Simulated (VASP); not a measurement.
# CsBe3Ag (P4/mmm) in VASP: further runs

The runs below take CsBe3Ag through single point, relaxation of cell and atoms, with PBE.

Program: VASP 6.6.1. These are calculated values, not measurements. Logs are shortened: lines on timing, memory, paths and dates and some standing lists are left out, and cuts for length are marked.

### Step 1. The cell of the first run

The structure is tetragonal, space group P4/mmm (No. 123). Conventional cell: a = 4.037 Å, b = 4.037 Å, c = 6.344 Å, α = 90.00°, β = 90.00°, γ = 90.00°. Cs (site symmetry 4/mmm) has 2 Ag at 3.17 Å and 16 Be at 3.76 to 4.27 Å and 4 Cs at 4.04 Å within 4.3 Å. Be (site symmetry mmm) has 2 Be at 2.02 Å and 2 Ag at 2.02 Å within 2.7 Å. Be (site symmetry 4/mmm) has 4 Be at 2.02 Å within 2.7 Å. Ag (site symmetry 4/mmm) has 4 Be at 2.02 Å within 2.7 Å.

The cell was built from a structure type or drawn by symmetry, and may not be a known phase.

### Step 2. Single point, PBE

INCAR

```
SYSTEM = CsBe3Ag
PREC     = Accurate       ! precision mode
ENCUT    = 520            ! plane-wave cutoff, eV
EDIFF    = 1E-6           ! SCF threshold, eV
ISMEAR   = 0              ! smearing method
SIGMA    = 0.1            ! smearing width, eV
LREAL    = .FALSE.        ! projectors in reciprocal space
LASPH    = .TRUE.         ! aspherical terms in the spheres
NELM     = 60             ! most SCF steps
ALGO     = Normal         ! electronic algorithm
ISIF     = 2              ! what is computed and relaxed
LWAVE    = .FALSE.        ! write WAVECAR
LCHARG   = .FALSE.        ! write CHGCAR
GGA      = PE             ! functional
NBANDS   = 21             ! bands
```

KPOINTS

```
Automatic mesh
0
G
  4 4 4
  0 0 0
```

POSCAR

```
CsBe3Ag
1.0
    4.0366661600      0.0000000000      0.0000000000
    0.0000000000      4.0366661600      0.0000000000
    0.0000000000      0.0000000000      6.3439384500
Cs Be Ag
1 3 1
Direct
    0.0000000000      0.0000000000      0.0000000000
    0.0000000000      0.5000000000      0.5000000000
    0.5000000000      0.0000000000      0.5000000000
    0.5000000000      0.5000000000      0.5000000000
    0.0000000000      0.0000000000      0.5000000000
```

Potentials or basis: VASP PAW PBE potentials, release 64 (Cs_sv, Be, Ag).

Run with:

```
$ cat potpaw_PBE.64/Cs_sv/POTCAR potpaw_PBE.64/Be/POTCAR potpaw_PBE.64/Ag/POTCAR > POTCAR
$ mpirun -np 1 vasp_std > vasp.out
```

OUTCAR:

```text
SYSTEM = CsBe3Ag
   PREC = Accurate
   ENCUT = 520
   EDIFF = 1E-6
   ISMEAR = 0
   LREAL = .FALSE.
   LASPH = .TRUE.
   NELM = 60
   ISIF = 2
   GGA = PE

 ion  position               nearest neighbor table
   1  0.000  0.000  0.000-   5 3.17   5 3.17
   2  0.000  0.500  0.500-   4 2.02   5 2.02   5 2.02   4 2.02
   3  0.500  0.000  0.500-   4 2.02   5 2.02   4 2.02   5 2.02
   4  0.500  0.500  0.500-   2 2.02   3 2.02   3 2.02   2 2.02   5 2.85   5 2.85   5 2.85   5 2.85

   5  0.000  0.000  0.500-   2 2.02   3 2.02   2 2.02   3 2.02   4 2.85   4 2.85   4 2.85   4 2.85
                             1 3.17   1 3.17

  LATTYP: Found a simple tetragonal cell.
 ALAT       =     4.0366661600
 C/A-ratio  =     1.5715786737

  Lattice vectors:

 A1 = (   4.0366661600,   0.0000000000,   0.0000000000)
 A2 = (   0.0000000000,   4.0366661600,   0.0000000000)
 A3 = (   0.0000000000,   0.0000000000,   6.3439384500)

Analysis of symmetry for initial positions (statically):
=====================================================================
 Subroutine PRICEL returns:
 Original cell was already a primitive cell.

 Routine SETGRP: Setting up the symmetry group for a
 simple tetragonal supercell.

 Subroutine GETGRP returns: Found 16 space group operations
 (whereof 16 operations were pure point group operations)
 out of a pool of 16 trial point group operations.

The static configuration has the point symmetry D_4h.

Analysis of symmetry for dynamics (positions and initial velocities):
=====================================================================
 Subroutine PRICEL returns:
 Original cell was already a primitive cell.

 Routine SETGRP: Setting up the symmetry group for a
 simple tetragonal supercell.

 Subroutine GETGRP returns: Found 16 space group operations
 (whereof 16 operations were pure point group operations)
 out of a pool of 16 trial point group operations.

The dynamic configuration has the point symmetry D_4h.

 Subroutine INISYM returns: Found 16 space group operations
 (whereof 16 operations are pure point group operations),
 and found     1 'primitive' translations

----------------------------------------------------------------------------------------

                                     Primitive cell

  volume of cell :     103.3724

  direct lattice vectors                    reciprocal lattice vectors
     4.036666160  0.000000000  0.000000000     0.247729181  0.000000000  0.000000000
     0.000000000  4.036666160  0.000000000     0.000000000  0.247729181  0.000000000
     0.000000000  0.000000000  6.343938450     0.000000000  0.000000000  0.157630785

  length of vectors
[... 85 lines left out ...]
   IBRION =     -1    ionic relax: 0-MD 1-quasi-New 2-CG
   NFREE  =      0    steps in history (QN), initial steepest desc. (CG)
   ISIF   =      2    stress and relaxation
   ISYM   =      2    0-nonsym 1-usesym 2-fastsym
   POTIM  = 0.5000    time-step for ionic-motion
   TEBEG  =    0.0;   TEEND  =   0.0 temperature during run
   PSTRESS=    0.0 pullay stress
   NELECT =      26.0000    total number of electrons
   NUPDOWN=      -1.0000    fix difference up-down
   EMIN   =  10.00;   EMAX   =-10.00  energy-range for DOS
   EFERMI =   0.00;   METHOD = LEGACY
   ISMEAR =     0;   SIGMA  =   0.10  broadening in eV -4-tet -1-fermi 0-gaus
   EFERMI_NEDOS =   21; number of points for ismear=-14 and -15
   IALGO  =     38    algorithm
   IMIX   =      4    mixing-type and parameters
     AMIX     =   0.40;   BMIX     =  1.00
     AMIX_MAG =   1.60;   BMIX_MAG =  1.00
  volume/ion in A,a.u.               =      20.67       139.52
  Fermi-wavevector in a.u.,A,eV,Ry     =   1.033390  1.952825 14.529602  1.067896
  Thomas-Fermi vector in A             =   2.167635
   LORBIT       =      0    0 simple, 1 ext, 2 COOP (PROOUT), +10 PAW based schemes
   GGA     = PE    functional components
   LHFCALC =     F    Hartree Fock is set to
   AEXX    =    0.0000 exact exchange contribution
   IVDW    =     0    specifies the selected vdW correction
   LEPSILON=     F    determine dielectric tensor
   LRPA    =     F    only Hartree local field effects (RPA)
 non-spin polarized calculation
 Gauss-broadening in eV      SIGMA  =   0.10
  energy-cutoff  :      520.00
  volume of cell :      103.37
 maximum number of plane-waves:      2820
   NGX = 15   NGY = 15   NGZ = 23

 number of electron      25.9999995 magnetization

 Free energy of the ion-electron system (eV)
  ---------------------------------------------------
  ext. energy  EPLUGINS =         0.00000000
  ---------------------------------------------------
  free energy    TOTEN  =       -10.57809076 eV

  energy without entropy =      -10.56817909  energy(sigma->0) =      -10.57313493

 E-fermi :   4.2091     XC(G=0):  -8.8296

 val. band max:        4.1821233598   @ k =   0.5000   0.2500   0.0000
 cond. band min:       4.3003769516   @ k =   0.5000   0.2500   0.5000
 fundamental gap:      0.1182535919
 Fermi energy:         4.2091138671

 k-point     1 :       0.0000    0.0000    0.0000
  band No.  band energies     occupation
      1     -19.0211      2.00000
      2      -6.0380      2.00000
      3      -5.4539      2.00000
      4      -5.4539      2.00000
      5      -4.1546      2.00000
      6      -3.3666      2.00000
[... 421 lines left out ...]
     20       7.9987      0.00000
     21      11.3049      0.00000

------------------------ aborting loop because EDIFF is reached ----------------------------------------

  FORCE on cell =-STRESS in cart. coord.  units (eV):
  Direction    XX          YY          ZZ          XY          YZ          ZX
  --------------------------------------------------------------------------------------
  -------------------------------------------------------------------------------------
  Total       11.9830917     11.9830917      4.7968760      0.0000000      0.0000000     -0.0000000
  in kB      185.7269120    185.7269120     74.3471701      0.0000000      0.0000000     -0.0000000
  external PRESSURE =     148.6003314 kB  Pullay stress =       0.0000000 kB

 VOLUME and BASIS-vectors are now :
 -----------------------------------------------------------------------------
  energy-cutoff  :      520.00
  volume of cell :      103.37
      direct lattice vectors                 reciprocal lattice vectors
     4.036666160  0.000000000  0.000000000     0.247729181  0.000000000  0.000000000
     0.000000000  4.036666160  0.000000000     0.000000000  0.247729181  0.000000000
     0.000000000  0.000000000  6.343938450     0.000000000  0.000000000  0.157630785

 POSITION                                       TOTAL-FORCE (eV/Angst)
 -----------------------------------------------------------------------------------
      0.00000      0.00000      0.00000         0.000000      0.000000      0.000000
      0.00000      2.01833      3.17197         0.000000      0.000000      0.000000
      2.01833      0.00000      3.17197         0.000000      0.000000      0.000000
      2.01833      2.01833      3.17197         0.000000      0.000000      0.000000
      0.00000      0.00000      3.17197         0.000000      0.000000      0.000000
 -----------------------------------------------------------------------------------
    total drift:                               -0.000000     -0.000000      0.000000

  FREE ENERGIE OF THE ION-ELECTRON SYSTEM (eV)
  ---------------------------------------------------
  free  energy   TOTEN  =       -10.5780907643 eV

  energy  without entropy=      -10.5681790937  energy(sigma->0) =      -10.57313493
```

OSZICAR:

```text
N       E                     dE             d eps       ncg     rms          rms(c)
DAV:   1     0.126284042177E+03    0.12628E+03   -0.11439E+04   756   0.108E+03
DAV:   2    -0.602834610805E+01   -0.13231E+03   -0.12673E+03   890   0.208E+02
DAV:   3    -0.136556436752E+02   -0.76273E+01   -0.75740E+01   966   0.525E+01
DAV:   4    -0.137404333552E+02   -0.84790E-01   -0.84756E-01   892   0.573E+00
DAV:   5    -0.137411652441E+02   -0.73189E-03   -0.73184E-03  1001   0.559E-01    0.110E+01
DAV:   6    -0.110713843873E+02    0.26698E+01   -0.10949E+01   905   0.266E+01    0.582E+00
DAV:   7    -0.106763791587E+02    0.39501E+00   -0.12958E+00   978   0.810E+00    0.162E+00
DAV:   8    -0.105880331137E+02    0.88346E-01   -0.24059E-01   933   0.202E+00    0.578E-01
DAV:   9    -0.105775240748E+02    0.10509E-01   -0.42798E-02  1023   0.122E+00    0.206E-01
DAV:  10    -0.105778681067E+02   -0.34403E-03   -0.40813E-03   829   0.417E-01    0.667E-02
DAV:  11    -0.105780391824E+02   -0.17108E-03   -0.33479E-04   841   0.108E-01    0.255E-02
DAV:  12    -0.105780829061E+02   -0.43724E-04   -0.68695E-05   887   0.378E-02    0.105E-02
DAV:  13    -0.105780905770E+02   -0.76710E-05   -0.23631E-05   846   0.260E-02    0.444E-03
DAV:  14    -0.105780907643E+02   -0.18725E-06   -0.10791E-06   708   0.650E-03
   1 F= -.10578091E+02 E0= -.10573135E+02  d E =-.991167E-02
```

It took 15 s on 1 thread of Intel Xeon 6975P-C (Granite Rapids), shared host; peak memory 0.21 GiB.

What came out:

```
Free energy            : -10.5781 eV
Pressure               : 14.9 GPa
Band gap on the k mesh : zero (bands 13 and 14 overlap by 0.77 eV)
```

Caveat: the k points lie up to 0.39 Å⁻¹ apart, too coarse for converged energies and pressures of a metal; spin-orbit coupling is left out, which moves the levels of the heavy elements.

### Step 3. Single point, PBE

This run uses another cell than the first one, of 26.95 Å³/atom.

INCAR

```
PREC = Accurate ; ENCUT = 520
EDIFF = 1E-7 ; ISMEAR = 0
SIGMA = 0.1 ; LREAL = False
LASPH = True ; NELM = 60
ALGO = Fast ; ISIF = 2
LWAVE = False ; LCHARG = True
GGA = PE ; LELF = True
LVHAR = True ; NBANDS = 21
```

KPOINTS

```
Automatic mesh
0
Gamma
  4 4 4
```

Edit POSCAR of step 2 so:

```diff
@@ -2,5 +2,5 @@
 1.0
-    4.0366661600      0.0000000000      0.0000000000
-    0.0000000000      4.0366661600      0.0000000000
-    0.0000000000      0.0000000000      6.3439384500
+    4.3971984858      0.0000000000      0.0000000000
+    0.0000000000      4.3971984858      0.0000000000
+    0.0000000000      0.0000000000      6.9699630738
 Cs Be Ag
```

Potentials or basis: VASP PAW PBE potentials, release 64 (Cs_sv, Be, Ag).

Run with:

```
$ cat potpaw_PBE.64/Cs_sv/POTCAR potpaw_PBE.64/Be/POTCAR potpaw_PBE.64/Ag/POTCAR > POTCAR
$ mpirun -np 1 vasp_std > vasp.out
```

Wall time 28 s (1 thread of Intel Xeon 6975P-C (Granite Rapids), shared host); peak memory 0.28 GiB.

The run converged. Its results:

- Free energy: -11.7737 eV
- Pressure: 0.3 GPa
- Band gap on the k mesh: zero (bands 13 and 14 overlap by 0.09 eV)

Stress tensor (GPa, compression positive):
```
0.38 0.00 0.00
0.00 0.38 0.00
0.00 0.00 0.29
```

Levels at points of the mesh, in eV from the Fermi level:
| k point | band 10 | band 11 | band 12 | band 13 | band 14 | band 15 | band 16 | band 17 |
| --- | --- | --- | --- | --- | --- | --- | --- | --- |
| (0.00, 0.00, 0.00) | -5.31 | -2.01 | -2.01 | -1.75 | 0.05 | 1.46 | 1.74 | 3.34 |
| (0.50, 0.00, 0.00) | -5.31 | -4.77 | -0.35 | 0.14 | 0.44 | 0.68 | 1.54 | 2.12 |
| (0.50, 0.50, 0.00) | -3.67 | -3.67 | -3.67 | -2.63 | 1.17 | 1.17 | 1.19 | 1.36 |
| (0.00, 0.00, 0.50) | -4.93 | -2.61 | -2.05 | -2.05 | 0.93 | 1.52 | 1.99 | 2.51 |
| (0.50, 0.00, 0.50) | -5.38 | -4.31 | -0.63 | -0.03 | 0.16 | 0.56 | 1.76 | 2.08 |
| (0.50, 0.50, 0.50) | -3.77 | -3.77 | -3.18 | -2.59 | 0.13 | 1.67 | 2.02 | 2.02 |

Caveat: spin-orbit coupling is left out, which moves the levels of the heavy elements.

### Step 4. Single point, PBE

This run uses another cell than the first one, of 27.35 Å³/atom.

INCAR

```
ALGO = Fast
EDIFF = 1E-6
ENCUT = 520
GGA = PE
ISIF = 2
ISMEAR = 0
LASPH = True
LCHARG = True
LELF = True
LREAL = False
LVHAR = True
LWAVE = False
NBANDS = 21
NELM = 60
PREC = Accurate
SIGMA = 0.1
```

KPOINTS

```
k-points
0
Gamma
  8 8 6
```

Edit POSCAR of step 3 so:

```diff
@@ -2,5 +2,5 @@
 1.0
-    4.3971984858      0.0000000000      0.0000000000
-    0.0000000000      4.3971984858      0.0000000000
-    0.0000000000      0.0000000000      6.9699630738
+    4.4359006706      0.0000000000      0.0000000000
+    0.0000000000      4.4359006706      0.0000000000
+    0.0000000000      0.0000000000      6.9490275765
 Cs Be Ag
```

Run with:

```
$ cat potpaw_PBE.64/Cs_sv/POTCAR potpaw_PBE.64/Be/POTCAR potpaw_PBE.64/Ag/POTCAR > POTCAR
$ mpirun -np 1 vasp_std > vasp.out
```

It took 76 s on 1 thread of Intel Xeon 6975P-C (Granite Rapids), shared host; peak memory 0.37 GiB.

Results (log left out):

```yaml
Free_energy: -11.7570 eV
Pressure: 0.0 GPa
Band_gap_on_the_k_mesh: zero (bands 13 and 14 overlap by 0.70 eV)
```

Levels at points of the mesh, in eV from the Fermi level:
```tsv
k point	band 9	band 10	band 11	band 12	band 13	band 14	band 15	band 16	band 17	band 18
(0.00, 0.00, 0.00)	-5.17	-4.93	-1.58	-1.58	-1.37	0.29	1.68	1.99	3.60	3.62
(0.50, 0.00, 0.00)	-5.16	-4.88	-4.40	-0.03	0.51	0.78	1.04	1.76	2.39	3.11
(0.50, 0.50, 0.00)	-5.36	-3.31	-3.27	-3.27	-2.27	1.44	1.44	1.46	1.69	4.01
(0.00, 0.00, 0.50)	-5.16	-4.54	-2.26	-1.62	-1.62	1.20	1.75	2.24	2.74	3.71
(0.50, 0.00, 0.50)	-5.15	-4.95	-3.93	-0.32	0.27	0.53	0.91	2.04	2.31	3.32
(0.50, 0.50, 0.50)	-5.33	-3.37	-3.37	-2.80	-2.22	0.40	1.94	2.29	2.29	3.50
```

Caveat: spin-orbit coupling is left out, which moves the levels of the heavy elements.

### Step 5. Relaxation of cell and atoms, PBE

INCAR

```
SYSTEM = CsBe3Ag
ALGO     = Normal         ! electronic algorithm
EDIFF    = 1E-6           ! SCF threshold, eV
EDIFFG   = -0.04          ! ionic threshold
ENCUT    = 600            ! plane-wave cutoff, eV
GGA      = PE             ! functional
IBRION   = 2              ! ionic algorithm
ISIF     = 3              ! what is computed and relaxed
ISMEAR   = 0              ! smearing method
LASPH    = .TRUE.         ! aspherical terms in the spheres
LCHARG   = .FALSE.        ! write CHGCAR
LREAL    = .FALSE.        ! projectors in reciprocal space
LWAVE    = .FALSE.        ! write WAVECAR
NELM     = 60             ! most SCF steps
NSW      = 90             ! ionic steps
PREC     = Accurate       ! precision mode
SIGMA    = 0.1            ! smearing width, eV
```

KPOINTS

```
k-points
0
G
  4 4 4
  0 0 0
```

Edit POSCAR of step 4 so:

```diff
@@ -2,5 +2,5 @@
 1.0
-    4.4359006706      0.0000000000      0.0000000000
-    0.0000000000      4.4359006706      0.0000000000
-    0.0000000000      0.0000000000      6.9490275765
+    4.0366661600      0.0000000000      0.0000000000
+    0.0000000000      4.0366661600      0.0000000000
+    0.0000000000      0.0000000000      6.3439384500
 Cs Be Ag
```

Run with:

```
$ cat potpaw_PBE.64/Cs_sv/POTCAR potpaw_PBE.64/Be/POTCAR potpaw_PBE.64/Ag/POTCAR > POTCAR
$ mpirun -np 1 vasp_std > vasp.out
```

Run time: 69 s. Hardware: 1 thread of Intel Xeon 6975P-C (Granite Rapids), shared host; peak memory 0.26 GiB.

The run converged. Its results:

```
Free energy                           : -11.7707 eV
Relaxed volume                        : 27.19 Å³/atom
Relaxed cell                          : a = 4.411 Å, b = 4.411 Å, c = 6.986 Å, α = 90.00°, β = 90.00°, γ = 90.00°
Space group after relaxing (to 0.1 Å) : P4/mmm (No. 123)
Energy gained by relaxing             : 238.6 meV/atom
Ionic steps                           : 6
Pressure after relaxing               : 0.1 GPa
Band gap on the k mesh                : zero (bands 13 and 14 overlap by 0.07 eV)
```

Stress tensor (GPa, compression positive):
```
-0.03  0.00  0.00
 0.00 -0.03  0.00
 0.00  0.00  0.20
```

Step by step:
| step | energy change (eV) | largest force (eV/Å) | pressure (GPa) | volume (Å³) |
| --- | --- | --- | --- | --- |
| 1 | 0.0000 | 0.0000 | 14.86 | 103.37 |
| 2 | -1.0901 | 0.0000 | -0.72 | 134.62 |
| 3 | -1.1138 | 0.0000 | 0.76 | 129.17 |
| 4 | -1.1141 | 0.0000 | 0.59 | 129.72 |
| 5 | -1.1652 | 0.0000 | 0.30 | 132.36 |
| 6 | -1.1928 | 0.0000 | 0.05 | 135.96 |

Final structure:
```
Cs Be Ag
1.0
     4.41150    0.00000    0.00000
     0.00000    4.41150    0.00000
     0.00000    0.00000    6.98632
Cs Be Ag
1 3 1
Cartesian
  0.0000 0.0000 0.0000
  0.0000 2.2057 3.4932
  2.2057 0.0000 3.4932
  2.2057 2.2057 3.4932
  0.0000 0.0000 3.4932
```

Levels at points of the mesh, in eV from the Fermi level:
```csv
k point,band 11,band 12,band 13,band 14,band 15,band 16
"(0.00, 0.00, 0.00)",-2.00,-2.00,-1.73,0.05,1.45,1.70
"(0.50, 0.00, 0.00)",-4.76,-0.34,0.13,0.43,0.67,1.54
"(0.50, 0.50, 0.00)",-3.67,-3.66,-2.64,1.17,1.17,1.19
"(0.00, 0.00, 0.50)",-2.59,-2.04,-2.04,0.93,1.52,1.94
"(0.50, 0.00, 0.50)",-4.31,-0.63,-0.03,0.14,0.55,1.74
"(0.50, 0.50, 0.50)",-3.76,-3.18,-2.60,0.14,1.67,2.00
```

Caveat: the k points lie up to 0.36 Å⁻¹ apart in the final cell; the volume moved by over 15 % at a fixed basis, so the end points are rough; spin-orbit coupling is left out, which moves the levels of the heavy elements.

(Continued in part 2 of 2.)
